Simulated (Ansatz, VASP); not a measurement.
**One calculation of BP, two programs**

INCAR

```
ALGO     = Normal         # electronic algorithm
EDIFF    = 1E-7           # SCF threshold, eV
ENCUT    = 520            # plane-wave cutoff, eV
ISIF     = 2              # what is computed and relaxed
ISMEAR   = -1             # smearing method
LASPH    = T              # aspherical terms in the spheres
LCHARG   = F              # write CHGCAR
LREAL    = F              # projectors in reciprocal space
LWAVE    = F              # write WAVECAR
NBANDS   = 11             # bands
NELM     = 60             # most SCF steps
PREC     = Accurate       # precision mode
SIGMA    = 0.05           # smearing width, eV
```

The input KPOINTS:

```
k-points
0
Gamma
  15 15 15
```

Contents of POSCAR:

```
BP
1.0
    0.0000000000      2.2690000000      2.3143800000
    2.2690000000      0.0000000000      2.3143800000
    2.2690000000      2.2690000000      0.0000000000
B P
1 1
Direct
    0.0000000000      0.0000000000      0.0000000000
    0.7500000000      0.7500000000      0.7500000000
```

Input for Ansatz:

```yaml
crystal:
  lattice:
    - [0.0, 2.269, 2.31438]
    - [2.269, 0.0, 2.31438]
    - [2.269, 2.269, 0.0]
  atoms:
    - { symbol: B, position: [0.0, 0.0, 0.0] }
    - { symbol: P, position: [0.75, 0.75, 0.75] }
kpoints:
  mp_grid: { grid: [15, 15, 15] }
  band_path:
    path:
      - [0.0, 0.0, 0.0]
      - [0.5, 0.0, 0.5]
      - [0.75, 0.25, 0.5]
      - [0.5, 0.5, 0.5]
      - [0.0, 0.0, 0.0]
      - [0.5, 0.5, 0.0]
      - [0.6298539023, 0.6298539023, 0.2597078047]
      - [0.3701460977, 0.3701460977, 0.7402921953]
      - [0.0, 0.0, 0.0]
    npoints: 5
scf:
  occupations: { method: fermi_dirac, width: 0.05 }
hamiltonian:
  xc: lda
  pseudopotentials: { kind: all_electron, lapw: { basis_error: 0.001 } }
output:
  forces: true
  stress: true
  eigenvalues: true
```

Change from the starting cell: zz strain of +2 %.

Alike in both runs: task single point; functional LDA; k mesh 15 × 15 × 15; occupations fermi-dirac, width 0.05 eV; no spin polarisation.

|  | VASP | Ansatz |
| --- | --- | --- |
| version | VASP 6.6.1 | Ansatz 0.2.0 |
| potentials or method | VASP PAW LDA potentials, release 64 (B, P), cutoff 520 eV | all-electron LAPW, scalar-relativistic |

```tsv
	VASP	Ansatz	Ansatz less VASP
pressure (GPa)	-8.3	-8.2	+0.07
traceless stress, the component that is largest in VASP (GPa)	-3.56	-3.56	+0.002
```

LDA's correlation is that of Perdew and Zunger in VASP and of Perdew and Wang (1992) in Ansatz. Ansatz ran all-electron here, and VASP with PAW potentials.
